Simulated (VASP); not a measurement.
# NiSb (P6_3/mmc) in VASP: further runs, part 2 of 2

VASP 6.6.1. The steps go on from the part before.

### Step 4. Single point, PBE (uniaxial strain along c: -1.0 %)

INCAR reads:

```
ALGO = Normal
EDIFF = 1E-6
ENCUT = 520
GGA = PE
ISIF = 2
ISMEAR = 0
LASPH = True
LCHARG = False
LREAL = False
LWAVE = False
NBANDS = 23
NELM = 100
PREC = Accurate
SIGMA = 0.1
```

KPOINTS reads:

```
k-points
0
Gamma
  18 18 10
```

POSCAR reads:

```
NiSb
1.0
    3.9859113626      0.0000000000      0.0000000000
   -1.9929556813      3.4519004972      0.0000000000
    0.0000000000      0.0000000000      5.1053099642
Ni Sb
2 2
Direct
    0.0000000000      0.0000000000      0.0000000000
    0.0000000000      0.0000000000      0.5000000000
    0.3333333333      0.6666666667      0.2500000000
    0.6666666667      0.3333333333      0.7500000000
```

Potentials or basis: VASP PAW PBE potentials, release 64 (Ni, Sb).

On the command line:

```bash
cat potpaw_PBE.64/Ni/POTCAR potpaw_PBE.64/Sb/POTCAR > POTCAR
mpirun -np 1 vasp_std > vasp.out
```

OUTCAR:

```text
EDIFF = 1E-6
   ENCUT = 520
   GGA = PE
   ISIF = 2
   ISMEAR = 0
   LASPH = True
   LREAL = False
   NELM = 100
   PREC = Accurate

 ion  position               nearest neighbor table
   1  0.000  0.000  0.000-   2 2.55   2 2.55   4 2.63   3 2.63   3 2.63   4 2.63   4 2.63   3 2.63

   2  0.000  0.000  0.500-   1 2.55   1 2.55   4 2.63   3 2.63   3 2.63   4 2.63   4 2.63   3 2.63

   3  0.333  0.667  0.250-   1 2.63   2 2.63   1 2.63   2 2.63   1 2.63   2 2.63   4 3.44   4 3.44
                             4 3.44   4 3.44   4 3.44   4 3.44
   4  0.667  0.333  0.750-   1 2.63   2 2.63   1 2.63   2 2.63   1 2.63   2 2.63   3 3.44   3 3.44
                             3 3.44   3 3.44   3 3.44   3 3.44

  LATTYP: Found a hexagonal cell.
 ALAT       =     3.9859113626
 C/A-ratio  =     1.2808388094

  Lattice vectors:

 A1 = (   3.9859113626,   0.0000000000,   0.0000000000)
 A2 = (  -1.9929556813,   3.4519004972,   0.0000000000)
 A3 = (   0.0000000000,   0.0000000000,   5.1053099642)
[... 178 lines left out ...]
  free energy    TOTEN  =       -20.30964348 eV

  energy without entropy =      -20.29792768  energy(sigma->0) =      -20.30378558

 E-fermi :   9.6622     XC(G=0): -11.4003

 val. band max:        9.6596285901   @ k =   0.3333  -0.0000   0.4000
 cond. band min:       9.6628945441   @ k =   0.1111  -0.0000   0.0000
 fundamental gap:      0.0032659540
 Fermi energy:         9.6622492306

 k-point     1 :       0.0000    0.0000    0.0000
  band No.  band energies     occupation
      1      -3.1062      2.00000
      2       1.4051      2.00000
      3       3.6571      2.00000
      4       5.8338      2.00000
      5       5.8338      2.00000
      6       6.5880      2.00000
[... 613 lines left out ...]
     22      17.1884      0.00000
     23      18.6761      0.00000

 [... further k-points ...]

------------------------ aborting loop because EDIFF is reached ----------------------------------------

  FORCE on cell =-STRESS in cart. coord.  units (eV):
  Direction    XX          YY          ZZ          XY          YZ          ZX
  --------------------------------------------------------------------------------------
  -------------------------------------------------------------------------------------
  Total       -0.0387908     -0.0387908      0.6327881      0.0000000     -0.0000000     -0.0000000
  in kB       -0.8847710     -0.8847710     14.4331422      0.0000000     -0.0000000     -0.0000000
  external PRESSURE =       4.2212001 kB  Pullay stress =       0.0000000 kB

 VOLUME and BASIS-vectors are now :
 -----------------------------------------------------------------------------
  energy-cutoff  :      520.00
  volume of cell :       70.24
      direct lattice vectors                 reciprocal lattice vectors
     3.985911363  0.000000000  0.000000000     0.250883652  0.144847744  0.000000000
    -1.992955681  3.451900497  0.000000000     0.000000000  0.289695488  0.000000000
     0.000000000  0.000000000  5.105309964     0.000000000  0.000000000  0.195874493

 POSITION                                       TOTAL-FORCE (eV/Angst)
 -----------------------------------------------------------------------------------
      0.00000      0.00000      0.00000         0.000000      0.000000      0.000000
      0.00000      0.00000      2.55265         0.000000      0.000000      0.000000
     -0.00000      2.30127      1.27633        -0.000000     -0.000000     -0.000000
      1.99296      1.15063      3.82898        -0.000000      0.000000     -0.000000
 -----------------------------------------------------------------------------------
    total drift:                                0.000000      0.000000     -0.000000

  FREE ENERGIE OF THE ION-ELECTRON SYSTEM (eV)
  ---------------------------------------------------
  free  energy   TOTEN  =       -20.3096434777 eV

  energy  without entropy=      -20.2979276826  energy(sigma->0) =      -20.30378558
```

OSZICAR:

```text
N       E                     dE             d eps       ncg     rms          rms(c)
DAV:   1     0.169231994087E+03    0.16923E+03   -0.12250E+04 10212   0.134E+03
DAV:   2    -0.127221178930E+02   -0.18195E+03   -0.17302E+03 10681   0.279E+02
DAV:   3    -0.215483058035E+02   -0.88262E+01   -0.86084E+01 12632   0.759E+01
DAV:   4    -0.217286591433E+02   -0.18035E+00   -0.18019E+00 11318   0.103E+01
DAV:   5    -0.217348857410E+02   -0.62266E-02   -0.62263E-02 13855   0.198E+00    0.130E+01
DAV:   6    -0.245338806832E+02   -0.27990E+01   -0.25913E+01 11556   0.899E+01    0.179E+01
DAV:   7    -0.203439675288E+02    0.41899E+01   -0.10380E+01 12067   0.634E+01    0.321E+00
DAV:   8    -0.203596705012E+02   -0.15703E-01   -0.94681E-01 14753   0.889E+00    0.252E+00
DAV:   9    -0.203096573455E+02    0.50013E-01   -0.19112E-01 11913   0.698E+00    0.451E-01
DAV:  10    -0.203098238243E+02   -0.16648E-03   -0.54598E-03 12105   0.739E-01    0.349E-01
DAV:  11    -0.203096570565E+02    0.16677E-03   -0.73748E-04 11370   0.196E-01    0.743E-02
DAV:  12    -0.203096538689E+02    0.31877E-05   -0.20053E-04 15367   0.194E-01    0.502E-02
DAV:  13    -0.203096465227E+02    0.73462E-05   -0.18755E-05 12727   0.449E-02    0.233E-02
DAV:  14    -0.203096442561E+02    0.22666E-05   -0.51773E-06 12113   0.148E-02    0.424E-03
DAV:  15    -0.203096434777E+02    0.77835E-06   -0.47189E-07  6492   0.586E-03
   1 F= -.20309643E+02 E0= -.20303786E+02  d E =-.117158E-01
```

Wall time 7.1 min (1 thread of Intel Xeon 8259CL, shared host); peak memory 0.43 GiB.

Results:

```yaml
Free_energy: -20.3096 eV
Pressure: 0.4 GPa
Band_gap_on_the_k_mesh: zero (bands 15 and 16 overlap by 3.20 eV)
```

Levels at points of the mesh, in eV from the Fermi level:
```tsv
k point	band 13	band 14	band 15	band 16	band 17	band 18
(0.00, 0.00, 0.00)	0.05	0.50	0.50	2.34	2.34	2.99
(0.50, 0.00, 0.00)	-1.52	-1.28	-1.22	-0.40	1.19	3.39
(0.00, 0.00, 0.50)	0.24	0.24	1.98	1.98	1.98	1.98
(0.50, 0.00, 0.50)	-1.72	-1.72	0.20	0.20	1.59	1.59
```

Caveat: the cell differs from its parent crystal (uniaxial strain along c: -1.0 %); spin-orbit coupling is left out, which moves the levels of the heavy elements.

### Step 5. Overview

```tsv
cell	gap on the mesh (eV)	pressure (GPa)
a = 4.013, b = 4.013, c = 5.002 Å, angles 90.0, 90.0, 120.0°, 4 atoms	none	1.3
a = 4.000, b = 4.000, c = 5.054 Å, angles 90.0, 90.0, 120.0°, 4 atoms	none	0.8
a = 3.986, b = 3.986, c = 5.105 Å, angles 90.0, 90.0, 120.0°, 4 atoms	none	0.4
```

Alike in all rows: task single point; level PBE; potentials or basis VASP PAW PBE potentials, release 64 (Ni, Sb); no spin polarisation; k mesh 18 × 18 × 10; cutoff (eV) 520; smearing gaussian 0.1 eV.

Caveats: spin-orbit coupling is left out, which moves the levels of the heavy elements.

Absolute energies hang on the potentials; compare differences alone.
